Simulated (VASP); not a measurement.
# TiB (F-43m) in VASP: a series of runs, part 2 of 3

VASP 6.6.1. The steps go on from the part before.

### Step 3. Single point, PBEsol

This run uses another cell than the first one, of 14.77 Å³/atom.

File INCAR:

```
SYSTEM = TiB
  PREC = Accurate
  ENCUT = 500
  EDIFF = 1E-6
  ISMEAR = -1
  SIGMA = 0.05
  LREAL = .FALSE.
  LASPH = .TRUE.
  NELM = 120
  ALGO = Normal
  ISIF = 2
  LWAVE = .FALSE.
  LCHARG = .FALSE.
  GGA = PS
  NBANDS = 14
  GGA_COMPAT = .FALSE.
```

File KPOINTS:

```
regular mesh
0
G
  9 9 9
  0 0 0
```

File POSCAR:

```
TiB
1.0
    0.0000000000      2.4535987764      2.4535987764
    2.4535987764      0.0000000000      2.4535987764
    2.4535987764      2.4535987764      0.0000000000
Ti B
1 1
Direct
    0.0000000000      0.0000000000      0.0000000000
    0.2500000000      0.2500000000      0.2500000000
```

Potentials or basis: VASP PAW PBE potentials, release 64 (Ti_sv, B).

Started as:

```sh
$ cat potpaw_PBE.64/Ti_sv/POTCAR potpaw_PBE.64/B/POTCAR > POTCAR
$ mpirun -np 1 vasp_std > vasp.out
```

OUTCAR:

```text
SYSTEM = TiB
   PREC = Accurate
   ENCUT = 500
   EDIFF = 1E-6
   ISMEAR = -1
   LREAL = .FALSE.
   LASPH = .TRUE.
   NELM = 120
   ISIF = 2
   GGA = PS

 ion  position               nearest neighbor table
   1  0.000  0.000  0.000-   2 2.12   2 2.12   2 2.12   2 2.12
   2  0.250  0.250  0.250-   1 2.12   1 2.12   1 2.12   1 2.12

  LATTYP: Found a face centered cubic cell.
 ALAT       =     4.9071975528

  Lattice vectors:

 A1 = (   0.0000000000,   2.4535987764,   2.4535987764)
 A2 = (   2.4535987764,   0.0000000000,   2.4535987764)
 A3 = (   2.4535987764,   2.4535987764,   0.0000000000)

Analysis of symmetry for initial positions (statically):
=====================================================================
 Subroutine PRICEL returns:
 Original cell was already a primitive cell.

 Routine SETGRP: Setting up the symmetry group for a
 face centered cubic supercell.

 Subroutine GETGRP returns: Found 24 space group operations
 (whereof 24 operations were pure point group operations)
 out of a pool of 48 trial point group operations.

The static configuration has the point symmetry T_d .

[... 172 lines left out ...]
      4     -27.4103      2.00000
      5      -3.0513      2.00000
      6       3.7437      2.00000
      7       3.7437      2.00000
      8       3.7438      2.00000
      9       6.9467      0.00000
     10       6.9467      0.00000
     11      13.0938      0.00000
     12      13.4409      0.00000
     13      13.4409      0.00000
     14      13.4409      0.00000
[... 377 lines left out ...]
      1     -51.0758      2.00000
      2     -27.5422      2.00000
      3     -27.4650      2.00000
      4     -27.4650      2.00000
      5       0.0121      2.00000
      6       1.9379      2.00000
      7       5.3922      0.00001
      8       5.5439      0.00000
      9       5.5439      0.00000
     10       7.6507      0.00000
     11       8.8344      0.00000
     12       8.8344      0.00000
     13       9.0960      0.00000
     14      15.2445      0.00000

 [... further k-points ...]

------------------------ aborting loop because EDIFF is reached ----------------------------------------

  FORCE on cell =-STRESS in cart. coord.  units (eV):
  Direction    XX          YY          ZZ          XY          YZ          ZX
  --------------------------------------------------------------------------------------
  -------------------------------------------------------------------------------------
  Total       -0.0048408     -0.0048408     -0.0048408     -0.0000000      0.0000000      0.0000000
  in kB       -0.2625344     -0.2625344     -0.2625344     -0.0000000      0.0000000      0.0000000
  external PRESSURE =      -0.2625344 kB  Pullay stress =       0.0000000 kB

 VOLUME and BASIS-vectors are now :
 -----------------------------------------------------------------------------
  energy-cutoff  :      500.00
  volume of cell :       29.54
      direct lattice vectors                 reciprocal lattice vectors
     0.000000000  2.453598776  2.453598776    -0.203782299  0.203782299  0.203782299
     2.453598776  0.000000000  2.453598776     0.203782299 -0.203782299  0.203782299
     2.453598776  2.453598776  0.000000000     0.203782299  0.203782299 -0.203782299

 POSITION                                       TOTAL-FORCE (eV/Angst)
 -----------------------------------------------------------------------------------
      0.00000      0.00000      0.00000        -0.000000     -0.000000     -0.000000
      1.22680      1.22680      1.22680         0.000000      0.000000      0.000000
 -----------------------------------------------------------------------------------
    total drift:                                0.000001      0.000001      0.000001

  FREE ENERGIE OF THE ION-ELECTRON SYSTEM (eV)
  ---------------------------------------------------
  free  energy   TOTEN  =       -13.8331971366 eV

  energy  without entropy=      -13.8216153620  energy(sigma->0) =      -13.82740625
```

OSZICAR:

```text
N       E                     dE             d eps       ncg     rms          rms(c)
DAV:   1     0.108185508734E+03    0.10819E+03   -0.71847E+03   980   0.109E+03
DAV:   2    -0.104112894567E+02   -0.11860E+03   -0.11335E+03  1022   0.304E+02
DAV:   3    -0.174147450203E+02   -0.70035E+01   -0.68034E+01  1440   0.727E+01
DAV:   4    -0.176455927302E+02   -0.23085E+00   -0.23053E+00  1136   0.117E+01
DAV:   5    -0.176506751027E+02   -0.50824E-02   -0.50817E-02  1474   0.155E+00    0.140E+01
DAV:   6    -0.139978458633E+02    0.36528E+01   -0.10384E+01  1414   0.439E+01    0.452E+00
DAV:   7    -0.138247232518E+02    0.17312E+00   -0.13217E+00  1088   0.155E+01    0.265E+00
DAV:   8    -0.138295860008E+02   -0.48627E-02   -0.56769E-02  1228   0.332E+00    0.101E+00
DAV:   9    -0.138329039904E+02   -0.33180E-02   -0.19315E-02  1160   0.189E+00    0.118E-01
DAV:  10    -0.138332468681E+02   -0.34288E-03   -0.14918E-03  1238   0.323E-01    0.956E-02
DAV:  11    -0.138332256199E+02    0.21248E-04   -0.58818E-05  1258   0.590E-02    0.707E-02
DAV:  12    -0.138331983847E+02    0.27235E-04   -0.10456E-04  1130   0.133E-01    0.174E-02
DAV:  13    -0.138331970162E+02    0.13685E-05   -0.57113E-06  1040   0.319E-02    0.637E-03
DAV:  14    -0.138331971366E+02   -0.12040E-06   -0.55164E-07   562   0.765E-03
   1 F= -.13833197E+02 E0= -.13827406E+02  d E =-.115818E-01
```

Run time: 39 s. Hardware: 1 thread of Intel Xeon 8259CL, shared host; peak memory 0.16 GiB.

What came out:

```
Free energy            : -13.8332 eV
Pressure               : 0.0 GPa
Band gap on the k mesh : zero (an odd number of electrons rules out a gap without spin polarisation)
```

Caveat: the PAW data sets were made with another functional, which shifts forces and pressure a little.

### Step 4. Single point, PBEsol

This run uses another cell than the first one, of 14.99 Å³/atom.

File INCAR:

```
SYSTEM = TiB
ALGO     = Normal         ! electronic algorithm
EDIFF    = 1E-6           ! SCF threshold, eV
ENCUT    = 500            ! plane-wave cutoff, eV
GGA      = PS             ! functional
GGA_COMPAT= .False.      
ISIF     = 2              ! what is computed and relaxed
ISMEAR   = -1             ! smearing method
LASPH    = .True.         ! aspherical terms in the spheres
LCHARG   = .True.         ! write CHGCAR
LELF     = .True.         ! ELF
LREAL    = .False.        ! projectors in reciprocal space
LVHAR    = .True.       
LWAVE    = .False.        ! write WAVECAR
NBANDS   = 14             ! bands
NELM     = 120            ! most SCF steps
PREC     = Accurate       ! precision mode
SIGMA    = 0.05           ! smearing width, eV
```

File KPOINTS:

```
k-points
0
Gamma
  9 9 9
  0 0 0
```

File POSCAR:

```
TiB
1.0
    0.0000000000      2.4658059365      2.4658059365
    2.4658059365      0.0000000000      2.4658059365
    2.4658059365      2.4658059365      0.0000000000
Ti B
1 1
Direct
    0.0000000000      0.0000000000      0.0000000000
    0.2500000000      0.2500000000      0.2500000000
```

Potentials or basis: VASP PAW PBE potentials, release 64 (Ti_sv, B).

Started as:

```sh
$ cat potpaw_PBE.64/Ti_sv/POTCAR potpaw_PBE.64/B/POTCAR > POTCAR
$ mpirun -np 1 vasp_std > vasp.out
```

OUTCAR:

```text
SYSTEM = TiB
   EDIFF = 1E-6
   ENCUT = 500
   GGA = PS
   ISIF = 2
   ISMEAR = -1
   LASPH = .True.
   LREAL = .False.
   NELM = 120
   PREC = Accurate

 ion  position               nearest neighbor table
   1  0.000  0.000  0.000-   2 2.14   2 2.14   2 2.14   2 2.14
   2  0.250  0.250  0.250-   1 2.14   1 2.14   1 2.14   1 2.14

  LATTYP: Found a face centered cubic cell.
 ALAT       =     4.9316118730

  Lattice vectors:

 A1 = (   0.0000000000,   2.4658059365,   2.4658059365)
 A2 = (   2.4658059365,   0.0000000000,   2.4658059365)
 A3 = (   2.4658059365,   2.4658059365,   0.0000000000)

Analysis of symmetry for initial positions (statically):
=====================================================================
 Subroutine PRICEL returns:
 Original cell was already a primitive cell.

 Routine SETGRP: Setting up the symmetry group for a
 face centered cubic supercell.

 Subroutine GETGRP returns: Found 24 space group operations
 (whereof 24 operations were pure point group operations)
 out of a pool of 48 trial point group operations.

The static configuration has the point symmetry T_d .

Analysis of symmetry for dynamics (positions and initial velocities):
[... 174 lines left out ...]
      7       3.6472      2.00000
      8       3.6472      2.00000
      9       6.7973      0.00000
     10       6.7973      0.00000
     11      12.8670      0.00000
     12      13.2049      0.00000
     13      13.2049      0.00000
     14      13.2049      0.00000
[... 377 lines left out ...]
      1     -51.2354      2.00000
      2     -27.6925      2.00000
      3     -27.6197      2.00000
      4     -27.6197      2.00000
      5      -0.1058      2.00000
      6       1.8633      2.00000
      7       5.2758      0.00001
      8       5.4091      0.00000
      9       5.4091      0.00000
     10       7.4847      0.00000
     11       8.6555      0.00000
     12       8.6555      0.00000
     13       8.8936      0.00000
     14      14.9735      0.00000

 [... further k-points ...]

------------------------ aborting loop because EDIFF is reached ----------------------------------------

  FORCE on cell =-STRESS in cart. coord.  units (eV):
  Direction    XX          YY          ZZ          XY          YZ          ZX
  --------------------------------------------------------------------------------------
  -------------------------------------------------------------------------------------
  Total       -0.2952078     -0.2952078     -0.2952078      0.0000000     -0.0000000      0.0000000
  in kB      -15.7736317    -15.7736317    -15.7736317      0.0000000     -0.0000000      0.0000000
  external PRESSURE =     -15.7736317 kB  Pullay stress =       0.0000000 kB

 VOLUME and BASIS-vectors are now :
 -----------------------------------------------------------------------------
  energy-cutoff  :      500.00
  volume of cell :       29.99
      direct lattice vectors                 reciprocal lattice vectors
     0.000000000  2.465805936  2.465805936    -0.202773459  0.202773459  0.202773459
     2.465805936  0.000000000  2.465805936     0.202773459 -0.202773459  0.202773459
     2.465805936  2.465805936  0.000000000     0.202773459  0.202773459 -0.202773459

 POSITION                                       TOTAL-FORCE (eV/Angst)
 -----------------------------------------------------------------------------------
      0.00000      0.00000      0.00000         0.000000     -0.000000     -0.000000
      1.23290      1.23290      1.23290        -0.000000      0.000000      0.000000
 -----------------------------------------------------------------------------------
    total drift:                                0.000001      0.000001      0.000001

  FREE ENERGIE OF THE ION-ELECTRON SYSTEM (eV)
  ---------------------------------------------------
  free  energy   TOTEN  =       -13.8313644000 eV

  energy  without entropy=      -13.8194738134  energy(sigma->0) =      -13.82541911
```

stdout:

```text
POSCAR found type information on POSCAR TiB
 POSCAR found :  2 types and       2 ions
 scaLAPACK will be used
 -----------------------------------------------------------------------------
|                                                                             |
|                                                                             |
|     You enforced a specific xc type in the INCAR file but a different       |
|     I HOPE YOU KNOW WHAT YOU ARE DOING!                                     |
|                                                                             |
 -----------------------------------------------------------------------------

 LDA part: xc-table for (Slater+PW92), standard interpolation
 POSCAR, INCAR and KPOINTS ok, starting setup
 FFT: planning ... GRIDC
 FFT: planning ... GRID_SOFT
 FFT: planning ... GRID
 WAVECAR not read
 entering main loop
```

Wall time 41 s (1 thread of Intel Xeon 8259CL, shared host); peak memory 0.16 GiB.

Results:

```
Free energy            : -13.8314 eV
Pressure               : -1.6 GPa
Band gap on the k mesh : zero (an odd number of electrons rules out a gap without spin polarisation)
```

Levels at points of the mesh, in eV from the Fermi level:
| k point | band 4 | band 5 | band 6 | band 7 | band 8 | band 9 | band 10 | band 11 | band 12 | band 13 |
| --- | --- | --- | --- | --- | --- | --- | --- | --- | --- | --- |
| (0.00, 0.00, 0.00) | -32.21 | -7.77 | -1.00 | -1.00 | -1.00 | 2.15 | 2.15 | 8.22 | 8.56 | 8.56 |

Caveat: the PAW data sets were made with another functional, which shifts forces and pressure a little.

(Part 2 of 3 ends here.)
